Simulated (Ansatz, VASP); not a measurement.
## H11C7O in VASP and in Ansatz

```
C O H
1.0
     8.90938    0.00000    0.00000
     0.00000    8.90938    0.00000
     0.00000    0.00000    8.90938
C O H
14 2 22
Direct
  0.92188 0.33665 0.58444
  0.80317 0.38460 0.47210
  0.47862 0.42332 0.75475
  0.58594 0.53521 0.82470
  0.51061 0.75824 0.42747
  0.48353 0.82288 0.54356
  0.88013 0.82146 0.82969
  0.85542 0.90639 0.72603
  0.11560 0.98729 0.30829
  0.05029 0.99233 0.18944
  0.00846 0.60612 0.15768
  0.00139 0.50082 0.07242
  0.37585 0.34482 0.17770
  0.42242 0.21771 0.16479
  0.71314 0.25528 0.43702
  0.50103 0.64506 0.90810
  0.63806 0.28402 0.36305
  0.73283 0.47471 0.52039
  0.85711 0.42941 0.36983
  0.98918 0.43371 0.62056
  0.86898 0.28647 0.68433
  0.99769 0.25319 0.53431
  0.56875 0.72794 0.92895
  0.66515 0.47706 0.90059
  0.65208 0.59189 0.73686
  0.54173 0.33799 0.69162
  0.41220 0.36658 0.84163
  0.40201 0.48003 0.67658
  0.46024 0.87875 0.64759
  0.53514 0.70051 0.32478
  0.83218 0.98062 0.63313
  0.90649 0.74318 0.91873
  0.99385 0.99604 0.08299
  0.17634 0.98375 0.41227
  0.99704 0.40686 0.99739
  0.01733 0.70235 0.23001
  0.46065 0.10400 0.15258
  0.33012 0.45644 0.18539
```

Alike in both runs: functional PBE; dispersion D3(BJ); k mesh 1 × 1 × 1; occupations fermi-dirac, width 0.05 eV; no spin polarisation.

Ansatz relaxed the structure, and its values are those at the end. VASP's run is a single point on that final structure, the one shown.

```csv
,VASP,Ansatz
version,VASP 6.6.1,Ansatz 0.2.0
potentials or method,"VASP PAW PBE potentials, release 64 (C_h, O_h, H_h), cutoff 1000 eV","scalar-relativistic, plane waves, PAW"
valence electrons in the cell,90,90
```

VASP gave:

* rms of the force components (eV/Å): 0.068

**Question.** Which values does Ansatz return?

**Answer.** rms of the force components (eV/Å): 0.066.
